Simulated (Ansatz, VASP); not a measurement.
# MgO in VASP and in Ansatz

```
CELL_PARAMETERS angstrom
0.00000 2.13515 2.13515
2.13515 0.00000 2.13515
2.13515 2.13515 0.00000
ATOMIC_POSITIONS crystal
Mg 0.00000 0.00000 0.00000
O 0.50878 0.50878 0.49122
```

Change from the starting cell: all O atoms moved +0.037 Å, as atom 2 along Cartesian [0 0 1].

Alike in both runs: task single point; functional LDA; k mesh 10 × 10 × 10; occupations gaussian, width 0.05 eV; no spin polarisation.

```csv
,VASP,Ansatz
version,VASP 6.6.1,Ansatz 0.2.0
potentials or method,"VASP PAW LDA potentials, release 64 (Mg_sv, O), cutoff 750 eV","scalar-relativistic, plane waves, PAW"
valence electrons in the cell,16,16
```

|  | VASP | Ansatz | Ansatz less VASP |
| --- | --- | --- | --- |
| gap on the k mesh at the Fermi level (eV) | 4.28 | 4.27 | -0.016 |
| least direct gap on the mesh (eV) | 4.28 | 4.27 | -0.016 |
| pressure (GPa) | -11.6 | -11.5 | +0.14 |
| traceless stress, the component that is largest in VASP (GPa) | 0.28 | 0.27 | -0.007 |
| rms of the force components (eV/Å) | 0.089 | 0.086 | -0.0029 |

LDA's correlation is that of Perdew and Zunger in VASP and of Perdew and Wang (1992) in Ansatz. Atom by atom the forces differ by 0.003 eV/Å (rms over components).
